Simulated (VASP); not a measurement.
CsBr: single point with r2SCAN

CsBr:

```
Cs Br
1.0
     4.31960    0.00000    0.00000
     0.00000    4.31960    0.00000
     0.00000    0.00000    4.31960
Cs Br
1 1
Direct
  0.00000 0.00000 0.00000
  0.50000 0.50000 0.50000
```

```json
{
  "Program": "VASP 6.6.1",
  "Task": "single point",
  "Functional": "r2SCAN",
  "Potentials or basis": "VASP PAW PBE potentials, release 64 (Cs_sv, Br)",
  "Cutoff": "550 eV",
  "k mesh": "4 × 4 × 4",
  "Occupations": "gaussian, width 0.01 eV",
  "Spin": "no spin polarisation"
}
```

```json
{"Pressure": "0.1 GPa", "Band gap on the k mesh": "5.18 eV, indirect (the least direct gap lies 5.0 meV higher)"}
```

Levels at points of the mesh, in eV from the valence-band top:
```tsv
k point	band 5	band 6	band 7	band 8	band 9	band 10	band 11	band 12
(0.00, 0.00, 0.00)	-6.57	-0.01	-0.01	-0.01	5.18	5.42	5.42	9.75
(0.50, 0.00, 0.00)	-6.47	-1.26	-0.19	-0.19	6.43	7.85	8.37	8.94
(0.50, 0.50, 0.00)	-6.41	-0.58	-0.58	0.00	5.83	6.11	7.85	7.85
(0.50, 0.50, 0.50)	-6.95	-1.13	-1.13	-1.13	8.89	8.89	8.89	9.78
```

It took 22 s on 1 thread of Intel(R) Xeon(R) 6975P-C (Granite Rapids), on a shared host, peak memory 0.21 GiB.

Caveat: the PAW data sets were made with another functional, which shifts forces and pressure a little; spin-orbit coupling is left out, which moves the levels of the heavy elements. r2SCAN opens gaps a little over a GGA but as a rule still falls short of measured ones.
